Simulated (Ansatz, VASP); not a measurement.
This is a calculation of TiTe2 for VASP 6.6.1.

The input INCAR:

```
SYSTEM = TiTe2
PREC = Accurate
ENCUT = 520
EDIFF = 1E-6
ISMEAR = -1
SIGMA = 0.03
LREAL = .False.
LASPH = .True.
NELM = 100
ALGO = Normal
ISIF = 2
LWAVE = .False.
LCHARG = .False.
GGA = PS
NBANDS = 19
```

File KPOINTS:

```
regular mesh
0
Gamma
  5 5 2
  0 0 0
```

POSCAR

```
TiTe2
1.0
    3.7770000000      0.0000000000      0.0000000000
   -1.8885000000      3.2709779501      0.0000000000
    0.0000000000      0.0000000000      6.4980000000
Te Ti
2 1
Direct
    0.3333333333      0.6666666667      0.7372000000
    0.6666666667      0.3333333333      0.2628000000
    0.0000000000      0.0000000000      0.0000000000
```

Potentials or basis: VASP PAW PBE potentials, release 64 (Te, Ti_sv).

Launch:

```console
$ cat potpaw_PBE.64/Te/POTCAR potpaw_PBE.64/Ti_sv/POTCAR > POTCAR
$ mpirun -np 1 vasp_std > vasp.out
```

**Question.** Set up the same calculation for Ansatz 0.2.0. Potentials there: all-electron LAPW, scalar-relativistic.

**Answer.** As run (the cutoff follows the program's own potentials):

Contents of input.yaml:

```yaml
crystal:
  lattice:
    - [3.777, 0.0, 0.0]
    - [-1.8885, 3.2709779501, 0.0]
    - [0.0, 0.0, 6.498]
  atoms:
    - { symbol: Te, position: [0.3333333333, 0.6666666667, 0.7372] }
    - { symbol: Te, position: [0.6666666667, 0.3333333333, 0.2628] }
    - { symbol: Ti, position: [0.0, 0.0, 0.0] }
kpoints:
  mp_grid: { grid: [5, 5, 2] }
scf:
  occupations: { method: fermi_dirac, width: 0.03 }
hamiltonian:
  xc: pbesol
  pseudopotentials: { kind: all_electron, lapw: { basis_error: 0.002 } }
output:
  forces: true
  stress: true
  eigenvalues: true
```

Potentials or basis: all-electron LAPW, scalar-relativistic.

Run with:

```console
$ ansatz run input.yaml --threads 2 --pin off --max-ram 8192MiB --backend cpu --events-out ev --progress --plain --runs-dir out
```

Both were run:

|  | VASP | Ansatz | Ansatz less VASP |
| --- | --- | --- | --- |
| gap on the k mesh at the Fermi level (eV) | none | none | - |
| pressure (GPa) | -2.1 | -2.2 | -0.04 |
| traceless stress, the component that is largest in VASP (GPa) | -0.08 | -0.08 | +0.002 |
| rms of the force components (eV/Å) | 0.086 | 0.094 | +0.0080 |

VASP's potentials were made for PBE, not for PBEsol. Atom by atom the forces differ by 0.008 eV/Å (rms over components). A gap of «none» marks a metal or a gap that the smearing closes. Ansatz ran all-electron here, and VASP with PAW potentials.

The k mesh is coarse, so the values compare programs but aren't converged. Spin-orbit coupling is off throughout. Noted on Ansatz's run: the k mesh is thin for a metal, which can move the energy by tens of meV per atom.
